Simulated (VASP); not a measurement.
Write the native input for VASP 6.6.1 that does the following.

* Task: single point
* Functional: PBE
* Potentials or basis: VASP PAW PBE potentials, release 64 (Pb_d, O, Zr_sv, Fe)
* Cutoff: 520 eV
* k mesh: 3 × 2 × 2
* Occupations: fermi-dirac, width 0.02 eV
* Spin: collinear spin, ferromagnetic start
* Starting moments: [0.0, 0.0, 0.0, 0.0, 0.0, 0.0, 0.0, 0.0, 0.0, 2.0] μB
* Hubbard terms: Fe d U = 3.0 eV
* Dipole correction: no
* Further INCAR settings: ALGO = Normal; EDIFF = 1e-06; NBANDS = 57

The structure of ZrFePb2O6 (a cell with a defect) lies in POSCAR:

```
ZrFePb2O6
1.0
    4.1340000000      0.0000000000      0.0000000000
    0.0000000000      5.8900000000      0.0000000000
    0.0000000000      0.0000000000      5.8970000000
Pb O Zr Fe
2 6 1 1
Direct
    0.9968171500      0.0157058700      0.9965437200
    0.0065115100      0.5084064300      0.5024296300
    0.4808347200      0.2628680800      0.2134458400
    0.5059865800      0.7439535800      0.2233607500
    0.9940592100      0.5023366800      0.9783567800
    0.5143185800      0.7599181900      0.7174416200
    0.4939448100      0.2357381300      0.7292261300
    0.0035026400      0.9957908100      0.4793704500
    0.4919395200      0.4947165600      0.9653618500
    0.4960415100      0.9957286600      0.4685153100
```

These files were run (other wordings do the same):

INCAR

```
ALGO = Normal
EDIFF = 1E-6
ENCUT = 520
GGA = PE
GGA_COMPAT = False
ISIF = 2
ISMEAR = -1
ISPIN = 2
LASPH = True
LCHARG = True
LDAU = True
LDAUJ = 0 0 0 0
LDAUL = -1 -1 -1 2
LDAUPRINT = 1
LDAUTYPE = 2
LDAUU = 0 0 0 3
LELF = True
LMAXMIX = 4
LORBIT = 11
LREAL = False
LVHAR = True
LWAVE = False
MAGMOM = 0 0 0 0 0 0 0 0 0 2
NBANDS = 57
NELM = 200
PREC = Accurate
SIGMA = 0.02
```

KPOINTS

```
k-points
0
Gamma
  3 2 2
```

Potentials or basis: VASP PAW PBE potentials, release 64 (Pb_d, O, Zr_sv, Fe).

Run with:

```console
$ cat potpaw_PBE.64/Pb_d/POTCAR potpaw_PBE.64/O/POTCAR potpaw_PBE.64/Zr_sv/POTCAR potpaw_PBE.64/Fe/POTCAR > POTCAR
$ mpirun -np 1 vasp_std > vasp.out
```

Results of the run:

| Quantity | Value |
| --- | --- |
| Pressure | -6.6 GPa |
| Largest force | 2.499 eV/Å |
| Net moment | 4.05 μB per cell |
| Site moments | Pb +0.01; O -0.02, -0.00, -0.01, +0.09 (each value once); Zr +0.04; Fe +3.87 μB |
| Valence electrons inside the program's atomic spheres | Pb 11.68; O 4.96, 4.94, 5.04, 4.95, 4.89 (each value once); Zr 9.76; Fe 6.51 |

Caveat: the k points lie up to 0.53 Å⁻¹ apart.

Run time: 6.1 min on 1 thread of Oxide Virtual Turin-like Processor (shared host), peak memory 0.35 GiB.
